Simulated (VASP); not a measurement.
## Si: single point with PBE

The system is Si, a slab with vacuum.

```
Si
1.0
     3.86771    0.00000    0.00000
     0.00000    3.86771    0.00000
     0.00000    0.00000   28.67441
Si
11
Cartesian
  0.0000 0.0000 7.5000
  1.9339 0.0000 8.8674
  1.9339 1.9339 10.2349
  0.0000 1.9339 11.6023
  0.0000 0.0000 12.9698
  1.9339 0.0000 14.3372
  1.9339 1.9339 15.7046
  0.0000 1.9339 17.0721
  0.0000 0.0000 18.4395
  1.9339 0.0000 19.8070
  1.9339 1.9339 21.1744
```

This cell differs from its parent crystal: atoms taken out.

* Program: VASP 6.6.1
* Task: single point
* Functional: PBE
* Potentials or basis: VASP PAW PBE potentials, release 64 (Si)
* Cutoff: 520 eV
* k mesh: 7 × 7 × 1
* Occupations: gaussian, width 0.05 eV
* Spin: no spin polarisation

```yaml
Largest_force: 0.107 eV/Å
Band_gap_on_the_k_mesh: zero (bands 22 and 23 overlap by 0.75 eV)
```

Forces on the atoms (eV/Å):
```
Si   0.000  0.000  0.107
Si   0.000  0.000 -0.032
Si   0.000  0.000  0.015
Si   0.000  0.000 -0.079
Si   0.000  0.000 -0.013
Si   0.000  0.000  0.000
Si   0.000  0.000  0.013
Si   0.000  0.000  0.079
Si   0.000  0.000 -0.015
Si   0.000  0.000  0.032
Si   0.000  0.000 -0.107
```

Levels at points of the mesh, in eV from the Fermi level:
```csv
k point,band 20,band 21,band 22,band 23,band 24,band 25
"(0.00, 0.00, 0.00)",-0.17,-0.08,0.38,0.91,0.93,1.42
```

It took 4.5 min on 1 thread of Intel(R) Xeon(R) 6975P-C (Granite Rapids) (shared host), peak memory 0.46 GiB.

Caveat: the cell differs from its parent crystal (atoms taken out).
